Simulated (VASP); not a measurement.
# AgCl (Cmcm) in VASP: dielectric tensor with PBE

Aim: the dielectric tensor of AgCl with PBE.

Everything below comes from runs of VASP 6.6.1. Logs are shortened: lines on timing, memory, paths and dates and some standing lists are left out, and cuts for length are marked.

## Step 1: The cell of the first run

It takes space group Cmcm (No. 63, orthorhombic). Conventional cell: a = 3.337 Å, b = 9.907 Å, c = 4.095 Å, α = 90.00°, β = 90.00°, γ = 90.00°. Within 3.5 Å of Ag (site symmetry m2m) lie 7 Cl at 2.62 to 2.87 Å and 4 Ag at 2.83 to 3.34 Å. Cl (site symmetry m2m) has 7 Ag at 2.62 to 2.87 Å and 8 Cl at 3.34 to 3.46 Å within 3.5 Å.

## Step 2: Dielectric tensor, PBE

Contents of INCAR:

```
  PREC = Accurate
  ENCUT = 520
  EDIFF = 1E-8
  ISMEAR = 0
  SIGMA = 0.01
  LREAL = False
  LASPH = True
  NELM = 100
  ALGO = Normal
  ISIF = 2
  LWAVE = False
  LCHARG = False
  GGA = PE
  LEPSILON = True
```

Contents of KPOINTS:

```
regular mesh
0
Gamma
  9 9 7
```

Contents of POSCAR:

```
AgCl
1.0
    1.6685000000     -4.9535000000      0.0000000000
    1.6685000000      4.9535000000      0.0000000000
    0.0000000000      0.0000000000      4.0950000000
Ag Cl
2 2
Direct
    0.5986982684      0.4013017316      0.2500000000
    0.4013017316      0.5986982684      0.7500000000
    0.8629556680      0.1370443320      0.2500000000
    0.1370443320      0.8629556680      0.7500000000
```

Potentials or basis: VASP PAW PBE potentials, release 64 (Ag, Cl).

On the command line:

```
cat potpaw_PBE.64/Ag/POTCAR potpaw_PBE.64/Cl/POTCAR > POTCAR
mpirun -np 1 vasp_std > vasp.out
```

OUTCAR:

```text
PREC = Accurate
   ENCUT = 520
   EDIFF = 1E-8
   ISMEAR = 0
   LREAL = False
   LASPH = True
   NELM = 100
   ISIF = 2
   GGA = PE
   LEPSILON = True

 ion  position               nearest neighbor table
   1  0.599  0.401  0.250-   3 2.62   4 2.67   4 2.67   4 2.67   4 2.67   2 2.83   2 2.83   3 2.87
                             3 2.87
   2  0.401  0.599  0.750-   4 2.62   3 2.67   3 2.67   3 2.67   3 2.67   1 2.83   1 2.83   4 2.87
                             4 2.87
   3  0.863  0.137  0.250-   1 2.62   2 2.67   2 2.67   2 2.67   2 2.67   1 2.87   1 2.87
   4  0.137  0.863  0.750-   2 2.62   1 2.67   1 2.67   1 2.67   1 2.67   2 2.87   2 2.87

  LATTYP: Found a base centered orthorhombic cell.
 ALAT       =     3.3370000000
 B/A-ratio  =     2.9688342823
 C/A-ratio  =     1.2271501349

  Lattice vectors:

 A1 = (   1.6685000000,  -4.9535000000,   0.0000000000)
 A2 = (   1.6685000000,   4.9535000000,   0.0000000000)
 A3 = (   0.0000000000,   0.0000000000,   4.0950000000)

Analysis of symmetry for initial positions (statically):
=====================================================================
 Subroutine PRICEL returns:
 Original cell was already a primitive cell.

 Routine SETGRP: Setting up the symmetry group for a
 base centered orthorhombic supercell.

 Subroutine GETGRP returns: Found  8 space group operations
 (whereof  4 operations were pure point group operations)
 out of a pool of  8 trial point group operations.

The static configuration has the point symmetry C_2h.
 The point group associated with its full space group is D_2h.

Analysis of symmetry for dynamics (positions and initial velocities):
=====================================================================
 Subroutine PRICEL returns:
 Original cell was already a primitive cell.

 Routine SETGRP: Setting up the symmetry group for a
 base centered orthorhombic supercell.

 Subroutine GETGRP returns: Found  8 space group operations
 (whereof  4 operations were pure point group operations)
 out of a pool of  8 trial point group operations.

The dynamic configuration has the point symmetry C_2h.
 The point group associated with its full space group is D_2h.

 Subroutine INISYM returns: Found  8 space group operations
 (whereof  4 operations are pure point group operations),
 and found     1 'primitive' translations

----------------------------------------------------------------------------------------

                                     Primitive cell

  volume of cell :      67.6897

  direct lattice vectors                    reciprocal lattice vectors
     1.668500000 -4.953500000  0.000000000     0.299670363 -0.100938730  0.000000000
     1.668500000  4.953500000  0.000000000     0.299670363  0.100938730  0.000000000
     0.000000000  0.000000000  4.095000000     0.000000000  0.000000000  0.244200244

  length of vectors
     5.226954610  5.226954610  4.095000000     0.316213462  0.316213462  0.244200244

  position of ions in fractional coordinates (direct lattice)
     0.598698268  0.401301732  0.250000000
     0.401301732  0.598698268  0.750000000
     0.862955668  0.137044332  0.250000000
     0.137044332  0.862955668  0.750000000

  ion indices of the primitive-cell ions
   primitive index   ion index
                 1           1
                 2           2
                 3           3
                 4           4

----------------------------------------------------------------------------------------

 KPOINTS: regular mesh

Automatic generation of k-mesh.
 Grid dimensions read from file:
 generate k-points for:    9    9    7

 Generating k-lattice:

  Cartesian coordinates                     Fractional coordinates (reciprocal lattice)
     0.033296707 -0.011215414  0.000000000     0.111111111  0.000000000  0.000000000
     0.033296707  0.011215414  0.000000000     0.000000000  0.111111111  0.000000000
[... 88 lines left out ...]
   LRPA    =     F    only Hartree local field effects (RPA)
 non-spin polarized calculation
 Gauss-broadening in eV      SIGMA  =   0.01
  energy-cutoff  :      520.00
  volume of cell :       67.69
 maximum number of plane-waves:      1838
   NGX = 19   NGY = 19   NGZ = 15

--------------------------------------- Ionic step        1  -------------------------------------------

 number of electron      36.0000003 magnetization

 E-fermi :   6.6743     XC(G=0): -11.2984

 val. band max:        6.5568453423   @ k =   0.2222   0.2222   0.0000
 cond. band min:       7.3093404789   @ k =   0.0000   0.0000   0.0000
 fundamental gap:      0.7524951366
 Fermi energy:         6.6742716646

 k-point     1 :       0.0000    0.0000    0.0000
  band No.  band energies     occupation
      1      -9.5966      2.00000
      2      -8.5647      2.00000
      3       0.8384      2.00000
      4       1.8787      2.00000
      5       2.7039      2.00000
      6       2.8287      2.00000
[... 589 lines left out ...]
     21      13.2252      0.00000
     22      15.0707      0.00000

 [... further k-points ...]

  FORCE on cell =-STRESS in cart. coord.  units (eV):
  Direction    XX          YY          ZZ          XY          YZ          ZX
  --------------------------------------------------------------------------------------
  -------------------------------------------------------------------------------------
  Total        6.8905898      6.7955116      6.7259674      0.0000000     -0.0000000      0.0000000
  in kB      163.0965214    160.8460722    159.1999979      0.0000000     -0.0000000      0.0000000
  external PRESSURE =     161.0475305 kB  Pullay stress =       0.0000000 kB

 VOLUME and BASIS-vectors are now :
 -----------------------------------------------------------------------------
  energy-cutoff  :      520.00
  volume of cell :       67.69
      direct lattice vectors                 reciprocal lattice vectors
     1.668500000 -4.953500000  0.000000000     0.299670363 -0.100938730  0.000000000
     1.668500000  4.953500000  0.000000000     0.299670363  0.100938730  0.000000000
     0.000000000  0.000000000  4.095000000     0.000000000  0.000000000  0.244200244

 POSITION                                       TOTAL-FORCE (eV/Angst)
 -----------------------------------------------------------------------------------
      1.66850     -0.97780      1.02375         0.000000     -0.000240     -0.000000
      1.66850      0.97780      3.07125         0.000000      0.000240     -0.000000
      1.66850     -3.59580      1.02375         0.000000     -0.003385      0.000000
      1.66850      3.59580      3.07125         0.000000      0.003385     -0.000000
 -----------------------------------------------------------------------------------
    total drift:                               -0.000000      0.000000     -0.000000

  FREE ENERGIE OF THE ION-ELECTRON SYSTEM (eV)
  ---------------------------------------------------
  free  energy   TOTEN  =        -9.9771099419 eV

  energy  without entropy=       -9.9771099419  energy(sigma->0) =       -9.97710994

 HEAD OF MICROSCOPIC STATIC DIELECTRIC TENSOR (INDEPENDENT PARTICLE, excluding Hartree and local field effects)
 ------------------------------------------------------
           6.312629     0.000000     0.000000
           0.000000     6.331016     0.000000
           0.000000     0.000000     6.547258
 ------------------------------------------------------

 Free energy of the ion-electron system (eV)
  ---------------------------------------------------
  ---------------------------------------------------
  free energy    TOTEN  =        -0.98929179 eV

  energy without entropy =       -0.98929179

------------------------ aborting loop because EDIFF is reached ----------------------------------------

--------------------------------------- Ionic step        2  -------------------------------------------

------------------------ aborting loop because EDIFF is reached ----------------------------------------

--------------------------------------- Ionic step        3  -------------------------------------------

 Free energy of the ion-electron system (eV)
  ---------------------------------------------------
  ---------------------------------------------------
  free energy    TOTEN  =        -1.02944224 eV

  energy without entropy =       -1.02944224

------------------------ aborting loop because EDIFF is reached ----------------------------------------

 PIEZOELECTRIC TENSOR FIELD DIRECTION 3  (e Angst)
 -----------------------------------------------------------------------------
    -0.00245  0.00000  0.00000           (  0.00008  0.00000  0.00000)
     0.00000  0.00273  0.00000           (  0.00000 -0.00004  0.00000)
     0.00000  0.00000 -0.00503           (  0.00000  0.00000 -0.00007)

 PIEZOELECTRIC TENSOR FIELD DIRECTION 3  (C/m^2)
 -----------------------------------------------------------------------------
    -0.00058  0.00000  0.00000
     0.00000  0.00065  0.00000
     0.00000  0.00000 -0.00119

 MACROSCOPIC STATIC DIELECTRIC TENSOR (including local field effects in DFT)
 ------------------------------------------------------
           6.038237     0.000000     0.000000
           0.000000     6.010121     0.000000
           0.000000     0.000000     6.272162
 ------------------------------------------------------

 PIEZOELECTRIC TENSOR (including local field effects)  for field in x, y, z        (e  Angst)
          XX          YY          ZZ          XY          YZ          ZX
  --------------------------------------------------------------------------------
  x     0.00000     0.00000     0.00000     0.00000     0.00000     0.00000
  y     0.00000     0.00000     0.00000     0.00000     0.00000     0.00000
  z     0.00000     0.00000     0.00000     0.00000     0.00000     0.00000

 PIEZOELECTRIC TENSOR (including local field effects)  for field in x, y, z        (C/m^2)
          XX          YY          ZZ          XY          YZ          ZX
  --------------------------------------------------------------------------------
  x     0.00000     0.00000     0.00000     0.00000     0.00000     0.00000
  y     0.00000     0.00000     0.00000     0.00000     0.00000     0.00000
  z     0.00000     0.00000     0.00000     0.00000     0.00000     0.00000

 BORN EFFECTIVE CHARGES (including local field effects) (in |e|, cummulative output)
 ---------------------------------------------------------------------------------
 ion    1
    1     1.41450     0.00000     0.00000
    2     0.00000     1.36480     0.00000
    3     0.00000     0.00000     1.36926
 ion    2
    1     1.41450     0.00000     0.00000
    2     0.00000     1.36480     0.00000
    3     0.00000     0.00000     1.36926
 ion    3
    1    -1.41450     0.00000     0.00000
    2     0.00000    -1.36480     0.00000
    3     0.00000     0.00000    -1.36926
 ion    4
    1    -1.41450     0.00000     0.00000
    2     0.00000    -1.36480     0.00000
    3     0.00000     0.00000    -1.36926
```

Wall time 13 min (1 thread of Intel Xeon Platinum 8488C (Sapphire Rapids), shared host); peak memory 0.55 GiB.

Results:

```
Band gap on the k mesh                  : 0.75 eV, indirect (least direct gap 1.84 eV)
Electronic dielectric tensor (diagonal) : 6.04, 6.01, 6.27
Born charges (mean of the diagonal)     : Ag +1.38; Cl -1.38 e
```

Electronic dielectric tensor:
```
6.04 0.00 0.00
0.00 6.01 0.00
0.00 0.00 6.27
```

Born effective charge tensors (e):
atom 1, Ag
```
1.41 0.00 0.00
0.00 1.36 0.00
0.00 0.00 1.37
```
atom 2, Ag
```
1.41 0.00 0.00
0.00 1.36 0.00
0.00 0.00 1.37
```
atom 3, Cl
```
-1.41  0.00  0.00
 0.00 -1.36  0.00
 0.00  0.00 -1.37
```
atom 4, Cl
```
-1.41  0.00  0.00
 0.00 -1.36  0.00
 0.00  0.00 -1.37
```

A k mesh can miss the band edges. As with any semilocal functional, this PBE gap is likely too small.
